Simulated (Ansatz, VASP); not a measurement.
Given: the input of a run of Ansatz 0.2.0 on Br.

File input.yaml:

```yaml
crystal:
  lattice: { a: 2.84698341, b: 2.84698341, c: 7.15503474, alpha: 90.0, beta: 90.0, gamma: 90.0 }
  space_group: 139
  reduce_to_primitive: true
  atoms:
    - { symbol: Br, wyckoff: "2a", position: [0.0, 0.0, 0.0] }
hamiltonian:
  xc: r2scan
  pseudopotentials: { kind: paw, source: jth }
kpoints:
  mp_grid: { grid: [13, 13, 13] }
scf:
  occupations: { method: methfessel_paxton, width: 0.1 }
output:
  forces: true
  stress: true
  eigenvalues: true
```

Potentials or basis: JTH PAW.

Run with:

```sh
$ ansatz run input.yaml --threads 1 --pin off --max-ram 2560MiB --backend cpu --events-out ev --progress --plain --runs-dir out
```

Problem. Set up the same calculation for VASP 6.6.1. Potentials there: VASP PAW PBE potentials, release 64 (Br).

Solution. As run (the cutoff follows the program's own potentials):

The input POSCAR:

```
Br
1.0
   -1.4234917050      1.4234917050      3.5775173700
    1.4234917050     -1.4234917050      3.5775173700
    1.4234917050      1.4234917050     -3.5775173700
Br
1
Direct
    0.0000000000      0.0000000000      0.0000000000
```

File INCAR.step1:

```
SYSTEM = Br
  ALGO = Normal
  EDIFF = 1E-5
  ENCUT = 550
  GGA = PE
  GGA_COMPAT = .FALSE.
  ISMEAR = 1
  LASPH = .TRUE.
  LCHARG = .FALSE.
  LREAL = .FALSE.
  LWAVE = .TRUE.
  NBANDS = 10
  NELM = 120
  PREC = Accurate
  SIGMA = 0.1
```

INCAR.step2

```
SYSTEM = Br
  ALGO = Normal
  EDIFF = 1E-6
  ENCUT = 550
  GGA_COMPAT = .FALSE.
  ISIF = 2
  ISMEAR = 1
  ISTART = 1
  LASPH = .TRUE.
  LCHARG = .TRUE.
  LELF = .TRUE.
  LMIXTAU = .TRUE.
  LREAL = .FALSE.
  LVHAR = .TRUE.
  LWAVE = .FALSE.
  METAGGA = R2SCAN
  NBANDS = 10
  NELM = 120
  PREC = Accurate
  SIGMA = 0.1
```

KPOINTS

```
k-points
0
G
  13 13 13
  0 0 0
```

Potentials or basis: VASP PAW PBE potentials, release 64 (Br).

Run with:

```console
$ cat potpaw_PBE.64/Br/POTCAR > POTCAR
$ cp INCAR.step1 INCAR
$ mpirun -np 1 vasp_std > vasp.out
$ cp INCAR.step2 INCAR
$ mpirun -np 1 vasp_std > vasp.out
```

Both were run:

|  | VASP | Ansatz | Ansatz less VASP |
| --- | --- | --- | --- |
| gap on the k mesh at the Fermi level (eV) | none | none | - |
| pressure (GPa) | 0.4 | 0.4 | -0.08 |
| traceless stress, the component that is largest in VASP (GPa) | 0.00 | 0.09 | +0.083 |

VASP's potentials were made for PBE, not for r2SCAN. A gap of «none» marks a metal or a gap that the smearing closes. With one functional, cell and mesh, what is left measures potentials, basis and numerics.
